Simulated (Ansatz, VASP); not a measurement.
MoS2 in VASP and in Ansatz

```xyz
9
Lattice="-1.5765 -2.7305 0.0000 1.5765 -2.7305 0.0000 0.5255 -0.9102 17.9896" Properties=species:S:1:pos:R:3 pbc="T T T"
Mo    0.0000   -5.4611   14.9919
Mo    0.0000   -1.8204    2.9989
Mo    0.0000   -3.6407    8.9954
S     0.0000   -5.4611   10.5583
S     0.0000   -1.8204   16.5548
S     0.0000   -3.6407    4.5617
S     0.0000   -5.4611    7.4310
S     0.0000   -1.8204   13.4276
S     0.0000   -3.6407    1.4345
```

Alike in both runs: task single point; functional PBE; dispersion D3(BJ); k mesh 10 × 10 × 2; occupations gaussian, width 0.05 eV; no spin polarisation.

```csv
,VASP,Ansatz
version,VASP 6.6.1,Ansatz 0.2.0
potentials or method,"VASP PAW PBE potentials, release 64 (Mo_sv, S), cutoff 520 eV","scalar-relativistic, plane waves, PAW"
valence electrons in the cell,78,78
```

VASP gave:

```
gap on the k mesh at the Fermi level (eV)                     : 0.76
least direct gap on the mesh (eV)                             : 1.92
pressure (GPa)                                                : 0.2
traceless stress, the component that is largest in VASP (GPa) : -0.72
rms of the force components (eV/Å)                            : 0.080
```

Task: Estimate Ansatz's values.

Result: gap on the k mesh at the Fermi level (eV): 0.74; least direct gap on the mesh (eV): 1.91; pressure (GPa): 0.3; traceless stress, the component that is largest in VASP (GPa): -0.72; rms of the force components (eV/Å): 0.077.

Atom by atom the forces differ by 0.007 eV/Å (rms over components).
